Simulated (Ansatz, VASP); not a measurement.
**WF2 in VASP and in Ansatz**

```
CELL_PARAMETERS angstrom
5.71739 0.00000 0.00000
0.00000 5.71739 0.00000
0.00000 0.00000 2.40907
ATOMIC_POSITIONS crystal
W 0.00000 0.00000 0.00000
W 0.50000 0.50000 0.50000
F 0.24635 0.24635 0.00000
F 0.75365 0.75365 0.00000
F 0.74635 0.25365 0.50000
F 0.25365 0.74635 0.50000
```

Alike in both runs: task single point; functional PBE; k mesh 6 × 6 × 14; occupations gaussian, width 0.1 eV; collinear spin.

```csv
,VASP,Ansatz
version,VASP 6.6.1,Ansatz 0.2.0
potentials or method,"VASP PAW PBE potentials, release 64 (W_sv, F), cutoff 520 eV","scalar-relativistic, plane waves, PAW"
valence electrons in the cell,56,56
```

VASP gave:

- gap on the k mesh at the Fermi level (eV): none
- pressure (GPa): 15.1
- traceless stress, the component that is largest in VASP (GPa): -0.19
- rms of the force components (eV/Å): 0.358
- net moment per atom (μB): 0.00

**Question.** Estimate Ansatz's values.

**Answer.** gap on the k mesh at the Fermi level (eV): none; pressure (GPa): 13.8; traceless stress, the component that is largest in VASP (GPa): -0.15; rms of the force components (eV/Å): 0.286; net moment per atom (μB): 0.00.

Atom by atom the forces differ by 0.072 eV/Å (rms over components). A gap of «none» marks a metal or a gap that the smearing closes. Ansatz's warnings: seeded moment not kept.

Spin-orbit coupling is off throughout.
